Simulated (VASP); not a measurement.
# Zn3CdTe4 (Pmm2) in VASP: settings compared

The runs below take Zn3CdTe4 through single point, relaxation of cell and atoms, with r2SCAN, PBE.

All numbers are computed with VASP 6.6.1; they aren't measurements. Logs are shortened: lines on timing, memory, paths and dates and some standing lists are left out, and cuts for length are marked.

## 1. The cell of the first run

Symmetry: Pmm2, No. 25, orthorhombic system. The conventional cell has a = 4.438 Å, b = 8.899 Å, c = 6.294 Å, α = 90.00°, β = 90.00°, γ = 90.00°. Zn (site symmetry m) has 4 Te at 2.69 Å within 3.5 Å. Zn (site symmetry mm2) has 4 Te at 2.67 to 2.70 Å within 3.5 Å. Within 3.7 Å of Cd (site symmetry mm2) lie 4 Te at 2.83 to 2.84 Å. Te (site symmetry m) has 3 Zn at 2.67 to 2.69 Å and 1 Cd at 2.84 Å within 3.5 Å. Within 3.6 Å of Te (site symmetry mm2) lie 4 Zn at 2.69 to 2.70 Å. Within 3.5 Å of Te (site symmetry mm2) lie 2 Zn at 2.69 Å and 2 Cd at 2.83 Å.

## 2. Single point, r2SCAN

Contents of POSCAR:

```
Zn3CdTe4
1.0
    4.4380679000      0.0000000000      0.0000000000
    0.0000000000      8.8985008000      0.0000000000
    0.0000000000      0.0000000000      6.2937749000
Zn Cd Te
3 1 4
Direct
    0.0000000000      0.7581910000      0.0003030000
    0.5000000000      0.0000000000      0.5008890000
    0.0000000000      0.2418090000      0.0003030000
    0.5000000000      0.5000000000      0.5008030000
    0.5000000000      0.7619810000      0.7594780000
    0.0000000000      0.0000000000      0.2575670000
    0.5000000000      0.2380190000      0.7594780000
    0.0000000000      0.5000000000      0.2211790000
```

Contents of INCAR.step1:

```
ALGO = Normal
EDIFF = 1E-4
ENCUT = 520
GGA = PE
ISMEAR = 0
LASPH = T
LCHARG = F
LREAL = F
LWAVE = T
NBANDS = 46
NELM = 100
PREC = Accurate
SIGMA = 0.02
```

Contents of INCAR.step2:

```
ALGO = Normal
EDIFF = 1E-7
ENCUT = 520
ISIF = 2
ISMEAR = 0
ISTART = 1
LASPH = T
LCHARG = F
LMIXTAU = T
LREAL = F
LWAVE = F
METAGGA = R2SCAN
NBANDS = 46
NELM = 100
PREC = Accurate
SIGMA = 0.02
```

Contents of KPOINTS:

```
k-points
0
Gamma
  6 4 4
```

Potentials or basis: VASP PAW PBE potentials, release 64 (Zn, Cd, Te).

Run with:

```console
$ cat potpaw_PBE.64/Zn/POTCAR potpaw_PBE.64/Cd/POTCAR potpaw_PBE.64/Te/POTCAR > POTCAR
$ cp INCAR.step1 INCAR
$ mpirun -np 1 vasp_std > vasp.out
$ cp INCAR.step2 INCAR
$ mpirun -np 1 vasp_std > vasp.out
```

OUTCAR:

```text
EDIFF = 1E-7
   ENCUT = 520
   ISIF = 2
   ISMEAR = 0
   ISTART = 1
   LASPH = T
   LREAL = F
   METAGGA = R2SCAN
   NELM = 100
   PREC = Accurate

 ion  position               nearest neighbor table
   1  0.000  0.758  0.000-   8 2.69   5 2.69   5 2.69   6 2.69
   2  0.500  0.000  0.501-   5 2.67   7 2.67   6 2.70   6 2.70
   3  0.000  0.242  0.000-   8 2.69   7 2.69   7 2.69   6 2.69
   4  0.500  0.500  0.501-   8 2.83   8 2.83   5 2.84   7 2.84
   5  0.500  0.762  0.759-   2 2.67   1 2.69   1 2.69   4 2.84
   6  0.000  0.000  0.258-   1 2.69   3 2.69   2 2.70   2 2.70
   7  0.500  0.238  0.759-   2 2.67   3 2.69   3 2.69   4 2.84
   8  0.000  0.500  0.221-   1 2.69   3 2.69   4 2.83   4 2.83

  LATTYP: Found a simple orthorhombic cell.
 ALAT       =     4.4380679000
 B/A-ratio  =     1.4181339812
 C/A-ratio  =     2.0050393551

  Lattice vectors:

 A1 = (  -4.4380679000,   0.0000000000,   0.0000000000)
 A2 = (   0.0000000000,   0.0000000000,   6.2937749000)
 A3 = (   0.0000000000,   8.8985008000,   0.0000000000)

Analysis of symmetry for initial positions (statically):
=====================================================================
 Subroutine PRICEL returns:
 Original cell was already a primitive cell.

 Routine SETGRP: Setting up the symmetry group for a
 simple orthorhombic supercell.

 Subroutine GETGRP returns: Found  4 space group operations
 (whereof  4 operations were pure point group operations)
 out of a pool of  8 trial point group operations.

The static configuration has the point symmetry C_2v.

Analysis of symmetry for dynamics (positions and initial velocities):
=====================================================================
 Subroutine PRICEL returns:
 Original cell was already a primitive cell.

 Routine SETGRP: Setting up the symmetry group for a
 simple orthorhombic supercell.

 Subroutine GETGRP returns: Found  4 space group operations
 (whereof  4 operations were pure point group operations)
 out of a pool of  8 trial point group operations.

The dynamic configuration has the point symmetry C_2v.

 Subroutine INISYM returns: Found  4 space group operations
 (whereof  4 operations are pure point group operations),
 and found     1 'primitive' translations

----------------------------------------------------------------------------------------

                                     Primitive cell

  volume of cell :     248.5547

  direct lattice vectors                    reciprocal lattice vectors
     4.438067900  0.000000000  0.000000000     0.225323276  0.000000000  0.000000000
     0.000000000  8.898500800  0.000000000     0.000000000  0.112378481  0.000000000
     0.000000000  0.000000000  6.293774900     0.000000000  0.000000000  0.158887157

  length of vectors
     4.438067900  8.898500800  6.293774900     0.225323276  0.112378481  0.158887157

  position of ions in fractional coordinates (direct lattice)
     0.000000000  0.758191000  0.000303000
     0.500000000  0.000000000  0.500889000
     0.000000000  0.241809000  0.000303000
     0.500000000  0.500000000  0.500803000
     0.500000000  0.761981000  0.759478000
     0.000000000  0.000000000  0.257567000
     0.500000000  0.238019000  0.759478000
     0.000000000  0.500000000  0.221179000

  ion indices of the primitive-cell ions
   primitive index   ion index
                 1           1
                 2           2
                 3           3
                 4           4
                 5           5
                 6           6
                 7           7
                 8           8

----------------------------------------------------------------------------------------

 KPOINTS: k-points

Automatic generation of k-mesh.
 Grid dimensions read from file:
 generate k-points for:    6    4    4

 Generating k-lattice:

  Cartesian coordinates                     Fractional coordinates (reciprocal lattice)
     0.037553879  0.000000000  0.000000000     0.166666667  0.000000000  0.000000000
     0.000000000  0.028094620  0.000000000     0.000000000  0.250000000  0.000000000
     0.000000000  0.000000000  0.039721789     0.000000000  0.000000000  0.250000000

  Length of vectors
     0.037553879  0.028094620  0.039721789

  Shift w.r.t. Gamma in fractional coordinates (k-lattice)
     0.000000000  0.000000000  0.000000000

 Subroutine IBZKPT returns following result:
 ===========================================

 Found     36 irreducible k-points:

 Following reciprocal coordinates:
            Coordinates               Weight
  0.000000  0.000000  0.000000      1.000000
  0.166667  0.000000  0.000000      2.000000
  0.333333  0.000000  0.000000      2.000000
  0.500000  0.000000  0.000000      1.000000
  0.000000  0.250000  0.000000      2.000000
  0.166667  0.250000  0.000000      4.000000
[... 16 lines left out ...]
  0.333333  0.500000  0.250000      4.000000
  0.500000  0.500000  0.250000      2.000000
 [... further k-points ...]
   k-points           NKPTS =     36   k-points in BZ     NKDIM =     36   number of bands    NBANDS=     46
   number of dos      NEDOS =    301   number of ions     NIONS =      8
   total plane-waves  NPLWV = 120960
   dimension x,y,z NGX =    36 NGY =   70 NGZ =   48
   dimension x,y,z NGXF=    72 NGYF=  140 NGZF=   96
   ions per type =               3   1   4
   NGX,Y,Z   is equivalent  to a cutoff of  13.49, 13.08, 12.68 a.u.
   NGXF,Y,Z  is equivalent  to a cutoff of  26.97, 26.16, 25.36 a.u.
 SYSTEM =  unknown system
   PREC   = accura    normal or accurate (medium, high low for compatibility)
   ISTART =      1    job   : 0-new  1-cont  2-samecut
   ICHARG =      0    charge: 1-file 2-atom 10-const
   ISPIN  =      1    spin polarized calculation?
   LNONCOLLINEAR =      F non collinear calculations
   LSORBIT =      F    spin-orbit coupling
   LASPH  =      T    aspherical Exc in radial PAW
   ENCUT  =  520.0 eV  38.22 Ry    6.18 a.u.   8.25 16.55 11.70*2*pi/ulx,y,z
   NELM   =    100;   NELMIN=  2; NELMDL=  0     # of ELM steps
   EDIFF  = 0.1E-06   stopping-criterion for ELM
   LREAL  =      F    real-space projection
   EDIFFG = 0.1E-05   stopping-criterion for IOM
   NSW    =      0    number of steps for IOM
   IBRION =     -1    ionic relax: 0-MD 1-quasi-New 2-CG
   NFREE  =      0    steps in history (QN), initial steepest desc. (CG)
   ISIF   =      2    stress and relaxation
   ISYM   =      2    0-nonsym 1-usesym 2-fastsym
   POTIM  = 0.5000    time-step for ionic-motion
   TEBEG  =    0.0;   TEEND  =   0.0 temperature during run
   PSTRESS=    0.0 pullay stress
   NELECT =      72.0000    total number of electrons
   NUPDOWN=      -1.0000    fix difference up-down
   EMIN   =  10.00;   EMAX   =-10.00  energy-range for DOS
   EFERMI =   0.00;   METHOD = LEGACY
   ISMEAR =     0;   SIGMA  =   0.02  broadening in eV -4-tet -1-fermi 0-gaus
   EFERMI_NEDOS =   21; number of points for ismear=-14 and -15
   IALGO  =     38    algorithm
   IMIX   =      4    mixing-type and parameters
     AMIX     =   0.40;   BMIX     =  1.00
     AMIX_MAG =   1.60;   BMIX_MAG =  1.00
  volume/ion in A,a.u.               =      31.07       209.67
  Fermi-wavevector in a.u.,A,eV,Ry     =   1.083208  2.046965 15.964240  1.173339
  Thomas-Fermi vector in A             =   2.219268
   LORBIT       =      0    0 simple, 1 ext, 2 COOP (PROOUT), +10 PAW based schemes
   METAGGA = R2SCAN    functional components
   LHFCALC =     F    Hartree Fock is set to
   AEXX    =    0.0000 exact exchange contribution
   IVDW    =     0    specifies the selected vdW correction
   LEPSILON=     F    determine dielectric tensor
   LRPA    =     F    only Hartree local field effects (RPA)
 non-spin polarized calculation
 Gauss-broadening in eV      SIGMA  =   0.02
  energy-cutoff  :      520.00
  volume of cell :      248.55
 maximum number of plane-waves:      6756
 NGX is ok and might be reduce to    36
   NGX = 17   NGY = 33   NGZ = 23

 number of electron      72.0000007 magnetization

 Free energy of the ion-electron system (eV)
  ---------------------------------------------------
  ext. energy  EPLUGINS =         0.00000000
  ---------------------------------------------------
  free energy    TOTEN  =      -152.91335650 eV

  energy without entropy =     -152.91335650  energy(sigma->0) =     -152.91335650

 E-fermi :   2.4505     XC(G=0):  -9.2030

 val. band max:        2.3468551868   @ k =   0.0000   0.0000   0.0000
 cond. band min:       3.7502417996   @ k =   0.0000   0.0000   0.0000
 fundamental gap:      1.4033866128
 Fermi energy:         2.4504694857

 k-point     1 :       0.0000    0.0000    0.0000
  band No.  band energies     occupation
      1      -9.4259      2.00000
      2      -8.7388      2.00000
      3      -8.6753      2.00000
      4      -8.4465      2.00000
      5      -6.0942      2.00000
      6      -5.9858      2.00000
[... 38 lines left out ...]
     45       7.9205      0.00000
     46       8.2579      0.00000

 k-point     2 :       0.1667    0.0000    0.0000
  band No.  band energies     occupation
      1      -9.3159      2.00000
      2      -8.6724      2.00000
      3      -8.6247      2.00000
      4      -8.4492      2.00000
      5      -6.0791      2.00000
      6      -5.9698      2.00000
[... 38 lines left out ...]
     45       7.3684      0.00000
     46       7.7706      0.00000

 k-point     3 :       0.3333    0.0000    0.0000
  band No.  band energies     occupation
      1      -9.0339      2.00000
      2      -8.5466      2.00000
      3      -8.5311      2.00000
      4      -8.4806      2.00000
      5      -6.0331      2.00000
      6      -5.9687      2.00000
[... 1018 lines left out ...]
     45       8.3158      0.00000
     46       8.4046      0.00000

 k-point    24 :       0.5000    0.5000    0.2500
  band No.  band energies     occupation
      1      -8.6377      2.00000
      2      -8.6104      2.00000
      3      -8.5782      2.00000
      4      -8.5188      2.00000
      5      -5.9923      2.00000
      6      -5.9716      2.00000
[... 38 lines left out ...]
     45       8.9082      0.00000
     46       8.9180      0.00000

 [... further k-points ...]

------------------------ aborting loop because EDIFF is reached ----------------------------------------

  FORCE on cell =-STRESS in cart. coord.  units (eV):
  Direction    XX          YY          ZZ          XY          YZ          ZX
  --------------------------------------------------------------------------------------
  -------------------------------------------------------------------------------------
  Total       -2.0215223     -1.9822687     -2.0502366      0.0000000      0.0000000      0.0000000
  in kB      -13.0306812    -12.7776538    -13.2157731      0.0000000      0.0000000      0.0000000
  external PRESSURE =     -13.0080360 kB  Pullay stress =       0.0000000 kB

 VOLUME and BASIS-vectors are now :
 -----------------------------------------------------------------------------
  energy-cutoff  :      520.00
  volume of cell :      248.55
      direct lattice vectors                 reciprocal lattice vectors
     4.438067900  0.000000000  0.000000000     0.225323276  0.000000000  0.000000000
     0.000000000  8.898500800  0.000000000     0.000000000  0.112378481  0.000000000
     0.000000000  0.000000000  6.293774900     0.000000000  0.000000000  0.158887157

 POSITION                                       TOTAL-FORCE (eV/Angst)
 -----------------------------------------------------------------------------------
      0.00000      6.74676      0.00191         0.000000     -0.026927     -0.002402
      2.21903      0.00000      3.15248         0.000000      0.000000      0.010822
      0.00000      2.15174      0.00191         0.000000      0.026927     -0.002402
      2.21903      4.44925      3.15194         0.000000      0.000000     -0.002984
      2.21903      6.78049      4.77998         0.000000      0.026713      0.010067
      0.00000      0.00000      1.62107         0.000000      0.000000     -0.002814
      2.21903      2.11801      4.77998         0.000000     -0.026713      0.010067
      0.00000      4.44925      1.39205         0.000000      0.000000     -0.020355
 -----------------------------------------------------------------------------------
    total drift:                                0.000000      0.000000     -0.010095

  FREE ENERGIE OF THE ION-ELECTRON SYSTEM (eV)
  ---------------------------------------------------
  free  energy   TOTEN  =      -152.9133565036 eV

  energy  without entropy=     -152.9133565036  energy(sigma->0) =     -152.91335650
```

It took 26 min on 1 thread of Intel Xeon 8259CL, shared host; peak memory 0.61 GiB.

Results:

```
Free energy            : -152.9134 eV
Pressure               : -1.3 GPa
Largest force          : 0.029 eV/Å
Band gap on the k mesh : 1.40 eV
```

Forces in eV/Å, atoms in the order of the input:
```
Zn   0.000 -0.027 -0.002
Zn   0.000  0.000  0.011
Zn   0.000  0.027 -0.002
Cd   0.000  0.000 -0.003
Te   0.000  0.027  0.010
Te   0.000  0.000 -0.003
Te   0.000 -0.027  0.010
Te   0.000  0.000 -0.020
```

Levels at points of the mesh, in eV from the valence-band top:
| k point | band 34 | band 35 | band 36 | band 37 | band 38 | band 39 |
| --- | --- | --- | --- | --- | --- | --- |
| (0.00, 0.00, 0.00) | -0.06 | -0.02 | 0.00 | 1.40 | 2.65 | 2.74 |
| (0.50, 0.00, 0.00) | -1.93 | -1.01 | -0.78 | 2.57 | 2.79 | 2.80 |
| (0.00, 0.50, 0.00) | -0.81 | -0.31 | -0.10 | 2.73 | 2.80 | 2.84 |
| (0.50, 0.50, 0.00) | -1.85 | -1.81 | -1.56 | 3.20 | 3.43 | 3.52 |
| (0.00, 0.00, 0.50) | -0.87 | -0.83 | -0.60 | 2.08 | 2.12 | 2.94 |
| (0.50, 0.00, 0.50) | -0.86 | -0.83 | -0.73 | 2.03 | 2.17 | 4.56 |
| (0.00, 0.50, 0.50) | -1.11 | -1.01 | -0.66 | 2.78 | 2.86 | 2.94 |
| (0.50, 0.50, 0.50) | -1.39 | -1.38 | -1.34 | 3.54 | 3.56 | 3.59 |

Caveat: the PAW data sets were made with another functional, which shifts forces and pressure a little; spin-orbit coupling is left out, which moves the levels of the heavy elements.

## 3. Relaxation of cell and atoms, PBE

Contents of INCAR:

```
SYSTEM = Zn3CdTe4
ALGO = Normal
EDIFF = 1E-7
EDIFFG = -0.01
ENCUT = 600
GGA = PE
IBRION = 2
ISIF = 3
ISMEAR = 0
LASPH = .True.
LCHARG = .False.
LREAL = .False.
LWAVE = .False.
NELM = 60
NSW = 100
PREC = Accurate
SIGMA = 0.02
```

Contents of KPOINTS:

```
k-points
0
Gamma
  6 4 4
  0 0 0
```

POSCAR is that of step 2.

Potentials or basis: VASP PAW PBE potentials, release 64 (Zn, Cd, Te).

Run with:

```console
$ cat potpaw_PBE.64/Zn/POTCAR potpaw_PBE.64/Cd/POTCAR potpaw_PBE.64/Te/POTCAR > POTCAR
$ mpirun -np 1 vasp_std > vasp.out
```

It took 25 min on 1 thread of Oxide Virtual Turin-like, shared host; peak memory 0.63 GiB.

The run converged. Its results:

```
Free energy                           : -20.3120 eV
Relaxed volume                        : 31.13 Å³/atom
Relaxed cell                          : a = 4.441 Å, b = 8.904 Å, c = 6.298 Å, α = 90.00°, β = 90.00°, γ = 90.00°
Space group after relaxing (to 0.1 Å) : Pmm2 (No. 25)
Energy gained by relaxing             : 0.0 meV/atom
Ionic steps                           : 2
Pressure after relaxing               : 0.0 GPa
Largest force after relaxing          : 0.005 eV/Å
Band gap on the k mesh                : 0.86 eV
```

Forces on the atoms (eV/Å):
```
Zn   0.000 -0.001  0.000
Zn   0.000  0.000 -0.001
Zn   0.000  0.001  0.000
Cd   0.000  0.000  0.000
Te   0.000  0.004  0.002
Te   0.000  0.000  0.000
Te   0.000 -0.004  0.002
Te   0.000  0.000 -0.004
```

Final structure:
```
CELL_PARAMETERS angstrom
4.44078 0.00000 0.00000
0.00000 8.90384 0.00000
0.00000 0.00000 6.29769
ATOMIC_POSITIONS crystal
Zn 0.00000 0.75818 0.00030
Zn 0.50000 0.00000 0.50087
Zn 0.00000 0.24182 0.00030
Cd 0.50000 0.50000 0.50081
Te 0.50000 0.76201 0.75951
Te 0.00000 0.00000 0.25757
Te 0.50000 0.23799 0.75951
Te 0.00000 0.50000 0.22111
```

Levels at points of the mesh, in eV from the valence-band top:
```
           k point  band 32  band 33  band 34  band 35  band 36  band 37  band 38  band 39  band 40  band 41
(0.00, 0.00, 0.00)    -0.95    -0.76    -0.06    -0.02     0.00     0.86     2.33     2.45     2.92     3.34
(0.50, 0.00, 0.00)    -1.97    -1.91    -1.88    -0.98    -0.76     2.25     2.50     2.51     2.54     2.88
(0.00, 0.50, 0.00)    -1.51    -0.95    -0.80    -0.30    -0.10     2.27     2.38     2.52     3.05     4.20
(0.50, 0.50, 0.00)    -1.91    -1.83    -1.80    -1.76    -1.52     2.89     3.07     3.16     3.37     3.52
(0.00, 0.00, 0.50)    -1.05    -0.92    -0.84    -0.80    -0.59     1.67     1.71     2.59     2.83     3.47
(0.50, 0.00, 0.50)    -2.31    -0.94    -0.83    -0.81    -0.71     1.62     1.74     4.14     4.29     4.70
(0.00, 0.50, 0.50)    -1.12    -1.10    -1.09    -1.01    -0.65     2.37     2.47     2.54     2.75     4.45
(0.50, 0.50, 0.50)    -2.10    -1.37    -1.35    -1.35    -1.30     3.14     3.15     3.18     3.20     4.50
```

Caveat: spin-orbit coupling is left out, which moves the levels of the heavy elements.
